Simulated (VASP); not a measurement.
Write the native input for VASP 6.6.1 that does the following.

```yaml
Task: single point
Functional: PBE
Potentials_or_basis: VASP PAW PBE potentials, release 64 (Ga_d, N)
Cutoff: 520 eV
k_mesh: 12 × 12 × 6
Occupations: gaussian, width 0.05 eV
Spin: no spin polarisation
Dipole_correction: no
Further_INCAR_settings: ALGO = Normal; EDIFF = 1e-06; NBANDS = 26
```

The structure of GaN lies in POSCAR:

```
GaN
1.0
    3.0209996775      0.0000000000      0.0000000000
   -1.5104998388      2.6162624655      0.0000000000
    0.0000000000      0.0000000000      4.9077000000
Ga N
2 2
Direct
    0.3333333333      0.6666666667      0.0000000000
    0.6666666667      0.3333333333      0.5000000000
    0.3333333333      0.6666666667      0.3750000000
    0.6666666667      0.3333333333      0.8750000000
```

This cell differs from its parent crystal: strain -0.050 along x and y, -0.050 along z.

These files were run (other wordings do the same):

INCAR

```
  PREC = Accurate
  ENCUT = 520
  EDIFF = 1E-6
  ISMEAR = 0
  SIGMA = 0.05
  LREAL = F
  LASPH = T
  NELM = 100
  ALGO = Normal
  ISIF = 2
  LWAVE = F
  LCHARG = F
  GGA = PE
  NBANDS = 26
```

KPOINTS

```
regular mesh
0
Gamma
  12 12 6
```

Potentials or basis: VASP PAW PBE potentials, release 64 (Ga_d, N).

Run with:

```console
$ cat potpaw_PBE.64/Ga_d/POTCAR potpaw_PBE.64/N/POTCAR > POTCAR
$ mpirun -np 1 vasp_std > vasp.out
```

It gave:

```json
{
 "Pressure": "50.3 GPa",
 "Largest force": "0.178 eV/Å",
 "Band gap on the k mesh": "3.01 eV, direct"
}
```

Caveat: the cell differs from its parent crystal (strain -0.050 along x and y, -0.050 along z).

Run time: 81 s on 1 thread of Intel(R) Xeon(R) Platinum 8488C (Sapphire Rapids), with other jobs on the host, peak memory 0.19 GiB.
